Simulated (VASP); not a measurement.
# TiTe2 (P-3m1) in VASP: further runs

TiTe2 is run at these levels: BLYP+D3(BJ), PBE+D3(BJ); tasks: single point.

All numbers are computed with VASP 6.6.1; they aren't measurements. Logs are shortened: lines on timing, memory, paths and dates and some standing lists are left out, and cuts for length are marked.

**1. The cell of the first run**

The structure is trigonal, space group P-3m1 (No. 164). Conventional cell: a = 3.748 Å, b = 3.748 Å, c = 6.282 Å, α = 90.00°, β = 90.00°, γ = 120.00°. Ti (site symmetry -3m) has 6 Te at 2.75 Å within 3.6 Å. Te (site symmetry 3m) has 3 Ti at 2.75 Å within 3.6 Å.

**2. Single point, BLYP+D3(BJ)**

INCAR

```
SYSTEM = TiTe2
PREC     = Accurate       ! precision mode
ENCUT    = 520            ! plane-wave cutoff, eV
EDIFF    = 1E-6           ! SCF threshold, eV
ISMEAR   = 0              ! smearing method
SIGMA    = 0.05           ! smearing width, eV
LREAL    = .False.        ! projectors in reciprocal space
LASPH    = .True.         ! aspherical terms in the spheres
NELM     = 100            ! most SCF steps
ALGO     = Normal         ! electronic algorithm
ISIF     = 2              ! what is computed and relaxed
LWAVE    = .False.        ! write WAVECAR
LCHARG   = .True.         ! write CHGCAR
GGA      = B5             ! functional
ALDAX    = 1.0          
AGGAX    = 1.0          
AGGAC    = 1.0          
ALDAC    = 0.0          
IVDW     = 12             ! dispersion correction
VDW_S6   = 1.0          
VDW_S8   = 2.6996       
VDW_A1   = 0.4298       
VDW_A2   = 4.2359       
LELF     = .True.         ! ELF
LVHAR    = .True.       
NBANDS   = 19             ! bands
```

KPOINTS

```
Automatic mesh
0
Gamma
  8 8 4
  0 0 0
```

POSCAR

```
TiTe2
1.0
    3.7479794115      0.0000000000      0.0000000000
   -1.8739897057      3.2458453832      0.0000000000
    0.0000000000      0.0000000000      6.2823280631
Ti Te
1 2
Direct
    0.0000000000      0.0000000000      0.0000000000
    0.3333333333      0.6666666667      0.2705878949
    0.6666666667      0.3333333333      0.7294121051
```

Potentials or basis: VASP PAW PBE potentials, release 64 (Ti_sv, Te).

The run is started by

```bash
$ cat potpaw_PBE.64/Ti_sv/POTCAR potpaw_PBE.64/Te/POTCAR > POTCAR
$ mpirun -np 1 vasp_std > vasp.out
```

OUTCAR:

```text
SYSTEM = TiTe2
   PREC = Accurate
   ENCUT = 520
   EDIFF = 1E-6
   ISMEAR = 0
   LREAL = .False.
   LASPH = .True.
   NELM = 100
   ISIF = 2
   GGA = B5
   IVDW = 12
 IVDW          = 12

 ion  position               nearest neighbor table
   1  0.000  0.000  0.000-   2 2.75   3 2.75   2 2.75   3 2.75   3 2.75   2 2.75
   2  0.333  0.667  0.271-   1 2.75   1 2.75   1 2.75   3 3.60   3 3.60   3 3.60
   3  0.667  0.333  0.729-   1 2.75   1 2.75   1 2.75   2 3.60   2 3.60   2 3.60

  LATTYP: Found a hexagonal cell.
 ALAT       =     3.7479794115
 C/A-ratio  =     1.6761906546

  Lattice vectors:

 A1 = (   3.7479794115,   0.0000000000,   0.0000000000)
 A2 = (  -1.8739897057,   3.2458453832,   0.0000000000)
 A3 = (   0.0000000000,   0.0000000000,   6.2823280631)

Analysis of symmetry for initial positions (statically):
=====================================================================
 Subroutine PRICEL returns:
 Original cell was already a primitive cell.

 Routine SETGRP: Setting up the symmetry group for a
 hexagonal supercell.

 Subroutine GETGRP returns: Found 12 space group operations
 (whereof 12 operations were pure point group operations)
 out of a pool of 24 trial point group operations.

The static configuration has the point symmetry D_3d.

Analysis of symmetry for dynamics (positions and initial velocities):
=====================================================================
 Subroutine PRICEL returns:
 Original cell was already a primitive cell.

 Routine SETGRP: Setting up the symmetry group for a
 hexagonal supercell.

 Subroutine GETGRP returns: Found 12 space group operations
 (whereof 12 operations were pure point group operations)
 out of a pool of 24 trial point group operations.

The dynamic configuration has the point symmetry D_3d.

 Subroutine INISYM returns: Found 12 space group operations
 (whereof 12 operations are pure point group operations),
 and found     1 'primitive' translations

----------------------------------------------------------------------------------------

                                     Primitive cell

  volume of cell :      76.4268

  direct lattice vectors                    reciprocal lattice vectors
     3.747979411  0.000000000  0.000000000     0.266810430  0.154043074  0.000000000
    -1.873989706  3.245845383  0.000000000     0.000000000  0.308086148  0.000000000
     0.000000000  0.000000000  6.282328063     0.000000000  0.000000000  0.159176660

  length of vectors
     3.747979411  3.747979411  6.282328063     0.308086148  0.308086148  0.159176660

  position of ions in fractional coordinates (direct lattice)
     0.000000000  0.000000000  0.000000000
     0.333333333  0.666666667  0.270587895
[... 82 lines left out ...]
   NSW    =      0    number of steps for IOM
   IBRION =     -1    ionic relax: 0-MD 1-quasi-New 2-CG
   NFREE  =      0    steps in history (QN), initial steepest desc. (CG)
   ISIF   =      2    stress and relaxation
   ISYM   =      2    0-nonsym 1-usesym 2-fastsym
   POTIM  = 0.5000    time-step for ionic-motion
   TEBEG  =    0.0;   TEEND  =   0.0 temperature during run
   PSTRESS=    0.0 pullay stress
   NELECT =      24.0000    total number of electrons
   NUPDOWN=      -1.0000    fix difference up-down
   EMIN   =  10.00;   EMAX   =-10.00  energy-range for DOS
   EFERMI =   0.00;   METHOD = LEGACY
   ISMEAR =     0;   SIGMA  =   0.05  broadening in eV -4-tet -1-fermi 0-gaus
   EFERMI_NEDOS =   21; number of points for ismear=-14 and -15
   IALGO  =     38    algorithm
   IMIX   =      4    mixing-type and parameters
     AMIX     =   0.40;   BMIX     =  1.00
     AMIX_MAG =   1.60;   BMIX_MAG =  1.00
  volume/ion in A,a.u.               =      25.48       171.92
  Fermi-wavevector in a.u.,A,eV,Ry     =   1.112748  2.102788 16.846835  1.238207
  Thomas-Fermi vector in A             =   2.249325
   LORBIT       =      0    0 simple, 1 ext, 2 COOP (PROOUT), +10 PAW based schemes
   GGA     = B5    functional components
   LHFCALC =     F    Hartree Fock is set to
   AEXX    =    0.0000 exact exchange contribution
   IVDW    =    12    specifies the selected vdW correction
   LEPSILON=     F    determine dielectric tensor
   LRPA    =     F    only Hartree local field effects (RPA)
 non-spin polarized calculation
 Gauss-broadening in eV      SIGMA  =   0.05
  energy-cutoff  :      520.00
  volume of cell :       76.43
 maximum number of plane-waves:      2073
   NGX = 13   NGY = 13   NGZ = 23

 number of electron      23.9999995 magnetization

 Free energy of the ion-electron system (eV)
  ---------------------------------------------------
  ext. energy  EPLUGINS =         0.00000000
  ---------------------------------------------------
  free energy    TOTEN  =       -13.72115684 eV

  energy without entropy =      -13.71906700  energy(sigma->0) =      -13.72011192

 E-fermi :   7.8709     XC(G=0):  -9.4780

 val. band max:        7.8645446542   @ k =   0.5000  -0.0000   0.2500
 cond. band min:       7.9161338490   @ k =   0.5000  -0.0000   0.0000
 fundamental gap:      0.0515891948
 Fermi energy:         7.8709065960

 k-point     1 :       0.0000    0.0000    0.0000
  band No.  band energies     occupation
      1     -49.3351      2.00000
      2     -25.7585      2.00000
      3     -25.7585      2.00000
      4     -25.7258      2.00000
      5      -4.7609      2.00000
      6      -3.0240      2.00000
[... 505 lines left out ...]
      6      -2.5861      2.00000
[... 11 lines left out ...]
     18      13.3931      0.00000
     19      14.2612      0.00000

 [... further k-points ...]

------------------------ aborting loop because EDIFF is reached ----------------------------------------

 Edisp (eV)   -3.64497

 E8    (eV) :    -2.7568

  FORCE on cell =-STRESS in cart. coord.  units (eV):
  Direction    XX          YY          ZZ          XY          YZ          ZX
  --------------------------------------------------------------------------------------
  -------------------------------------------------------------------------------------
  Total       0.07141     0.07141     0.09376     0.00000    -0.00000     0.00000
  in kB       1.49704     1.49704     1.96551     0.00000    -0.00000     0.00000
  external pressure =        1.65 kB  Pullay stress =        0.00 kB

 VOLUME and BASIS-vectors are now :
 -----------------------------------------------------------------------------
  energy-cutoff  :      520.00
  volume of cell :       76.43
      direct lattice vectors                 reciprocal lattice vectors
     3.747979411  0.000000000  0.000000000     0.266810430  0.154043074  0.000000000
    -1.873989706  3.245845383  0.000000000     0.000000000  0.308086148  0.000000000
     0.000000000  0.000000000  6.282328063     0.000000000  0.000000000  0.159176660

 POSITION                                       TOTAL-FORCE (eV/Angst)
 -----------------------------------------------------------------------------------
      0.00000      0.00000      0.00000        -0.000000      0.000000      0.000000
     -0.00000      2.16390      1.69992        -0.000000      0.000000      0.041002
      1.87399      1.08195      4.58241         0.000000     -0.000000     -0.041002
 -----------------------------------------------------------------------------------
    total drift:                               -0.000000      0.000000      0.000000

  FREE ENERGIE OF THE ION-ELECTRON SYSTEM (eV)
  ---------------------------------------------------
  free  energy   TOTEN  =       -17.3661293669 eV

  energy  without entropy=      -17.3640395279  energy(sigma->0) =      -17.36508445
```

OSZICAR:

```text
N       E                     dE             d eps       ncg     rms          rms(c)
DAV:   1     0.187387532813E+03    0.18739E+03   -0.10898E+04  1330   0.119E+03
DAV:   2     0.864887090118E+00   -0.18652E+03   -0.18136E+03  1432   0.303E+02
DAV:   3    -0.150677563977E+02   -0.15933E+02   -0.15633E+02  1953   0.838E+01
DAV:   4    -0.156854217050E+02   -0.61767E+00   -0.61393E+00  1756   0.155E+01
DAV:   5    -0.157072854470E+02   -0.21864E-01   -0.21848E-01  1863   0.278E+00    0.120E+01
DAV:   6    -0.163081146967E+02   -0.60083E+00   -0.40219E+01  1434   0.370E+01    0.149E+01
DAV:   7    -0.139417283446E+02    0.23664E+01   -0.33526E+01  1608   0.327E+01    0.544E+00
DAV:   8    -0.137176300495E+02    0.22410E+00   -0.13283E+00  1586   0.772E+00    0.169E+00
DAV:   9    -0.137358722688E+02   -0.18242E-01   -0.23798E-01  1755   0.295E+00    0.139E+00
DAV:  10    -0.137239235603E+02    0.11949E-01   -0.21737E-01  1559   0.313E+00    0.682E-01
DAV:  11    -0.137211931270E+02    0.27304E-02   -0.23170E-02  1531   0.110E+00    0.257E-01
DAV:  12    -0.137212735980E+02   -0.80471E-04   -0.16259E-03  1592   0.287E-01    0.185E-01
DAV:  13    -0.137211580316E+02    0.11557E-03   -0.52080E-04  1579   0.166E-01    0.257E-02
DAV:  14    -0.137211603189E+02   -0.22873E-05   -0.13951E-05  1545   0.302E-02    0.268E-02
DAV:  15    -0.137211568827E+02    0.34362E-05   -0.13612E-05  1655   0.266E-02    0.424E-03
DAV:  16    -0.137211568430E+02    0.39689E-07   -0.10180E-06   875   0.508E-03
   1 F= -.17366129E+02 E0= -.17365084E+02  d E =-.208984E-02
```

Wall time 54 s (1 thread of AMD EPYC 9R45 (Zen 5), shared host); peak memory 0.19 GiB.

What came out:

* Free energy: -17.3661 eV
* Pressure: 0.2 GPa
* Largest force: 0.041 eV/Å
* Band gap on the k mesh: zero (band 12 reaches 8.26 eV, above the bottom of band 13 at 7.61 eV)
* Dispersion energy per atom: -1.215 eV

Forces in eV/Å, atoms in the order of the input:
```
Ti   0.000  0.000  0.000
Te   0.000  0.000  0.041
Te   0.000  0.000 -0.041
```

Levels at points of the mesh, in eV from the Fermi level:
```
           k point  band 9  band 10  band 11  band 12  band 13  band 14  band 15  band 16
(0.00, 0.00, 0.00)   -1.76     0.37     0.39     0.39     0.90     1.10     1.10     2.96
(0.50, 0.00, 0.00)   -2.82    -2.42    -1.78    -1.26     0.05     1.14     1.51     2.43
(0.00, 0.00, 0.50)   -1.65    -1.65     0.37     0.37     0.65     0.65     1.14     3.54
(0.50, 0.00, 0.50)   -2.46    -2.16    -0.78    -0.53    -0.26     1.14     1.48     2.49
```

Caveat: the PAW data sets were made with another functional, which shifts forces and pressure a little; spin-orbit coupling is left out, which moves the levels of the heavy elements.

**3. Single point, PBE+D3(BJ) (volume scaled by 1.02)**

INCAR

```
PREC = Accurate ; ENCUT = 520
EDIFF = 1E-7 ; ISMEAR = 0
SIGMA = 0.05 ; LREAL = F
LASPH = T ; NELM = 100
ALGO = Normal ; ISIF = 2
LWAVE = F ; LCHARG = F
GGA = PE ; IVDW = 12
NBANDS = 19
```

KPOINTS

```
Automatic mesh
0
Gamma
  8 8 4
```

POSCAR

```
TiTe2
1.0
    3.7246736375      0.0000000000      0.0000000000
   -1.8623368188      3.2256619909      0.0000000000
    0.0000000000      0.0000000000      6.4071728515
Ti Te
1 2
Direct
    0.0000000000      0.0000000000      0.0000000000
    0.3333333333      0.6666666667      0.2689186850
    0.6666666667      0.3333333333      0.7310813150
```

Potentials or basis: VASP PAW PBE potentials, release 64 (Ti_sv, Te).

The run is started by

```bash
$ cat potpaw_PBE.64/Ti_sv/POTCAR potpaw_PBE.64/Te/POTCAR > POTCAR
$ mpirun -np 1 vasp_std > vasp.out
```

OUTCAR:

```text
PREC = Accurate
   ENCUT = 520
   EDIFF = 1E-7
   ISMEAR = 0
   LREAL = F
   LASPH = T
   NELM = 100
   ISIF = 2
   GGA = PE
   IVDW = 12
 IVDW          = 12

 ion  position               nearest neighbor table
   1  0.000  0.000  0.000-   2 2.76   3 2.76   3 2.76   2 2.76   3 2.76   2 2.76
   2  0.333  0.667  0.269-   1 2.76   1 2.76   1 2.76   3 3.66   3 3.66   3 3.66
   3  0.667  0.333  0.731-   1 2.76   1 2.76   1 2.76   2 3.66   2 3.66   2 3.66

  LATTYP: Found a hexagonal cell.
 ALAT       =     3.7246736375
 C/A-ratio  =     1.7201971166

  Lattice vectors:

 A1 = (   3.7246736375,   0.0000000000,   0.0000000000)
 A2 = (  -1.8623368188,   3.2256619909,   0.0000000000)
 A3 = (   0.0000000000,   0.0000000000,   6.4071728515)

Analysis of symmetry for initial positions (statically):
=====================================================================
 Subroutine PRICEL returns:
 Original cell was already a primitive cell.

 Routine SETGRP: Setting up the symmetry group for a
 hexagonal supercell.

 Subroutine GETGRP returns: Found 12 space group operations
 (whereof 12 operations were pure point group operations)
 out of a pool of 24 trial point group operations.

The static configuration has the point symmetry D_3d.
[... 164 lines left out ...]

 val. band max:        7.3289056347   @ k =   0.5000   0.0000   0.0000
 cond. band min:       7.3361346426   @ k =   0.1250   0.0000   0.0000
 fundamental gap:      0.0072290078
 Fermi energy:         7.3345787332

 k-point     1 :       0.0000    0.0000    0.0000
  band No.  band energies     occupation
      1     -50.0641      2.00000
      2     -26.3239      2.00000
      3     -26.3239      2.00000
      4     -26.2943      2.00000
      5      -5.2934      2.00000
      6      -3.6487      2.00000
[... 505 lines left out ...]
      6      -3.0779      2.00000
[... 11 lines left out ...]
     18      12.6108      0.00000
     19      13.4155      0.00000

 [... further k-points ...]

------------------------ aborting loop because EDIFF is reached ----------------------------------------

 Edisp (eV)   -1.53842

 E8    (eV) :    -0.7129

  FORCE on cell =-STRESS in cart. coord.  units (eV):
  Direction    XX          YY          ZZ          XY          YZ          ZX
  --------------------------------------------------------------------------------------
  -------------------------------------------------------------------------------------
  Total      -0.37386    -0.37386    -0.36951     0.00000     0.00000     0.00000
  in kB      -7.78120    -7.78120    -7.69074     0.00000     0.00000     0.00000
  external pressure =       -7.75 kB  Pullay stress =        0.00 kB

 VOLUME and BASIS-vectors are now :
 -----------------------------------------------------------------------------
  energy-cutoff  :      520.00
  volume of cell :       76.98
      direct lattice vectors                 reciprocal lattice vectors
     3.724673638  0.000000000  0.000000000     0.268479898  0.155006942  0.000000000
    -1.862336819  3.225661991  0.000000000     0.000000000  0.310013883  0.000000000
     0.000000000  0.000000000  6.407172852     0.000000000  0.000000000  0.156075078

 POSITION                                       TOTAL-FORCE (eV/Angst)
 -----------------------------------------------------------------------------------
      0.00000      0.00000      0.00000        -0.000000      0.000000      0.000000
     -0.00000      2.15044      1.72301         0.000000      0.000000      0.007514
      1.86234      1.07522      4.68416        -0.000000     -0.000000     -0.007514
 -----------------------------------------------------------------------------------
    total drift:                               -0.000000     -0.000000      0.000000

  FREE ENERGIE OF THE ION-ELECTRON SYSTEM (eV)
  ---------------------------------------------------
  free  energy   TOTEN  =       -17.7157497970 eV

  energy  without entropy=      -17.7138908305  energy(sigma->0) =      -17.71482031
```

OSZICAR:

```text
N       E                     dE             d eps       ncg     rms          rms(c)
DAV:   1     0.182649436773E+03    0.18265E+03   -0.10819E+04  1330   0.118E+03
DAV:   2    -0.165692497217E+01   -0.18431E+03   -0.17954E+03  1414   0.303E+02
DAV:   3    -0.176575953604E+02   -0.16001E+02   -0.15512E+02  2026   0.830E+01
DAV:   4    -0.182326017949E+02   -0.57501E+00   -0.57142E+00  1692   0.146E+01
DAV:   5    -0.182535918244E+02   -0.20990E-01   -0.20981E-01  1932   0.280E+00    0.123E+01
DAV:   6    -0.183630021019E+02   -0.10941E+00   -0.35178E+01  1505   0.368E+01    0.135E+01
DAV:   7    -0.164057647548E+02    0.19572E+01   -0.27957E+01  1675   0.306E+01    0.525E+00
DAV:   8    -0.161749991795E+02    0.23077E+00   -0.13809E+00  1585   0.818E+00    0.171E+00
DAV:   9    -0.161920546596E+02   -0.17055E-01   -0.17894E-01  1802   0.264E+00    0.144E+00
DAV:  10    -0.161799838437E+02    0.12071E-01   -0.20011E-01  1568   0.314E+00    0.729E-01
DAV:  11    -0.161775889850E+02    0.23949E-02   -0.27626E-02  1547   0.123E+00    0.309E-01
DAV:  12    -0.161774256945E+02    0.16329E-03   -0.35200E-03  1605   0.417E-01    0.199E-01
DAV:  13    -0.161773270571E+02    0.98637E-04   -0.41709E-04  1577   0.159E-01    0.290E-02
DAV:  14    -0.161773294549E+02   -0.23978E-05   -0.12857E-05  1574   0.278E-02    0.289E-02
DAV:  15    -0.161773263870E+02    0.30679E-05   -0.70723E-06  1646   0.209E-02    0.824E-03
DAV:  16    -0.161773259181E+02    0.46885E-06   -0.36079E-06  1774   0.111E-02    0.352E-03
DAV:  17    -0.161773260018E+02   -0.83666E-07   -0.14466E-07   939   0.240E-03
   1 F= -.17715750E+02 E0= -.17714820E+02  d E =-.185897E-02
```

stdout:

```text
POSCAR found type information on POSCAR TiTe
 POSCAR found :  2 types and       3 ions
 scaLAPACK will be used
 LDA part: xc-table for (Slater+PW92), standard interpolation
 POSCAR, INCAR and KPOINTS ok, starting setup
 FFT: planning ... GRIDC
 FFT: planning ... GRID_SOFT
 FFT: planning ... GRID
 WAVECAR not read
 entering main loop
```

Run time: 35 s. Hardware: 1 thread of AMD EPYC 9R45 (Zen 5), shared host; peak memory 0.19 GiB.

What came out:

```yaml
Free_energy: -17.7157 eV
Pressure: -0.8 GPa
Largest_force: 0.008 eV/Å
Band_gap_on_the_k_mesh: zero (band 12 reaches 7.77 eV, above the bottom of band 13 at 7.00 eV)
Dispersion_energy_per_atom: -0.513 eV
```

Forces on the atoms (eV/Å):
```
Ti   0.000  0.000  0.000
Te   0.000  0.000  0.008
Te   0.000  0.000 -0.008
```

Levels at points of the mesh, in eV from the Fermi level:
```tsv
k point	band 9	band 10	band 11	band 12	band 13	band 14	band 15	band 16
(0.00, 0.00, 0.00)	-1.62	0.30	0.44	0.44	0.71	1.22	1.22	3.09
(0.50, 0.00, 0.00)	-2.86	-2.47	-1.72	-1.15	-0.01	1.25	1.60	2.42
(0.00, 0.00, 0.50)	-1.53	-1.53	0.43	0.43	0.83	0.83	1.09	3.62
(0.50, 0.00, 0.50)	-2.51	-2.06	-0.92	-0.49	-0.34	1.24	1.58	2.60
```

Caveat: spin-orbit coupling is left out, which moves the levels of the heavy elements.

(Continued in part 2 of 2.)
